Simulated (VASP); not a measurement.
A run of VASP 6.6.1:

File INCAR:

```
SYSTEM = HfN
PREC = Accurate ; ENCUT = 520
EDIFF = 1E-6 ; ISMEAR = -1
SIGMA = 0.05 ; LREAL = .False.
LASPH = .True. ; NELM = 100
ALGO = Normal ; ISIF = 2
LWAVE = .False. ; LCHARG = .False.
GGA = PE ; NBANDS = 14
```

KPOINTS

```
regular mesh
0
Gamma
  14 14 14
  0 0 0
```

Contents of POSCAR:

```
HfN
1.0
    2.6226081206      0.0000000000      0.0000000000
    0.0000000000      2.6226081206      0.0000000000
    0.0000000000      0.0000000000      2.6226081206
Hf N
1 1
Direct
    0.0000000000      0.0000000000      0.0000000000
    0.5000000000      0.5000000000      0.5000000000
```

Potentials or basis: VASP PAW PBE potentials, release 64 (Hf_pv, N).

The run is started by

```console
$ cat potpaw_PBE.64/Hf_pv/POTCAR potpaw_PBE.64/N/POTCAR > POTCAR
$ mpirun -np 1 vasp_std > vasp.out
```

Hardware: 1 thread of Intel(R) Xeon(R) 6975P-C (Granite Rapids), with other jobs on the host.

Question: How long does it take, and how much memory?

Answer: Wall time 9.6 s on 1 thread of Intel(R) Xeon(R) 6975P-C (Granite Rapids), on a shared host, peak memory 0.14 GiB. Counts: scf iterations 12, k points 120.
